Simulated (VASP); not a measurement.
## Ca: single point with PBEsol

Crystal: Ca.

```
Ca
1.0
    -2.63475    2.63475    3.71261
     2.63475   -2.63475    3.71261
     2.63475    2.63475   -3.71261
Ca
1
Cartesian
  0.0000 0.0000 0.0000
```

```yaml
Program: VASP 6.6.1
Task: single point
Functional: PBEsol
Potentials_or_basis: VASP PAW PBE potentials, release 64 (Ca_sv)
Cutoff: 520 eV
k_mesh: 6 × 6 × 6
Occupations: fermi-dirac, width 0.1 eV
Spin: no spin polarisation
Dipole_correction: no
Further_INCAR_settings: ALGO = Normal; EDIFF = 1e-07; NBANDS = 11
```

- Pressure: -2.7 GPa
- Band gap on the k mesh: zero (band 5 reaches -0.45 eV, above the bottom of band 6 at -0.70 eV)

Levels at points of the mesh, in eV from the Fermi level:
| k point | band 2 | band 3 | band 4 | band 5 | band 6 | band 7 | band 8 | band 9 |
| --- | --- | --- | --- | --- | --- | --- | --- | --- |
| (0.00, 0.00, 0.00) | -24.71 | -24.71 | -24.71 | -2.53 | 1.17 | 1.17 | 1.17 | 1.49 |
| (0.50, 0.00, 0.00) | -24.71 | -24.71 | -24.71 | -0.85 | -0.13 | 1.14 | 1.15 | 1.69 |
| (0.50, 0.50, 0.00) | -24.71 | -24.71 | -24.71 | -0.19 | 0.34 | 0.60 | 1.59 | 1.69 |
| (0.50, 0.50, 0.50) | -24.71 | -24.71 | -24.71 | -0.17 | 0.35 | 0.60 | 1.60 | 1.69 |

Run time: 49 s on 1 thread of AMD EPYC 7R43 64-Core Processor (Zen 3), with other jobs on the host, peak memory 0.21 GiB.

Caveat: the PAW data sets were made with another functional, which shifts forces and pressure a little.
